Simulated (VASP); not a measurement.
Crystal: KLiCl2.

```xyz
4
Lattice="1.9889 1.1483 6.8180 -1.9889 1.1483 6.8180 0.0000 -2.2966 6.8180" Properties=species:S:1:pos:R:3 pbc="T T T"
Li    1.9889    1.1483    6.8180
K     0.0000    0.0000   10.2270
Cl    0.0000    0.0000    5.4254
Cl    0.0000    0.0000   15.0285
```

Base run:

| Quantity | Value |
| --- | --- |
| Program | VASP 6.6.1 |
| Functional | r2SCAN |
| Potentials or basis | VASP PAW PBE potentials, release 64 (Li_sv, K_sv, Cl) |
| Cutoff | 520 eV |
| k mesh | 8 × 8 × 8 |
| Occupations | gaussian, width 0.01 eV |
| Spin | no spin polarisation |

Its results: band gap on the k mesh 6.02 eV; largest force 0.024 eV/Å.

The run is repeated on the same cell with these changes: functional from r2SCAN to PBE. What comes out?

Band gap on the k mesh 5.32 eV; largest force 0.045 eV/Å.

Caveats: the PAW data sets were made with another functional, which shifts forces and pressure a little (at least some runs).

A k mesh can miss the band edges.
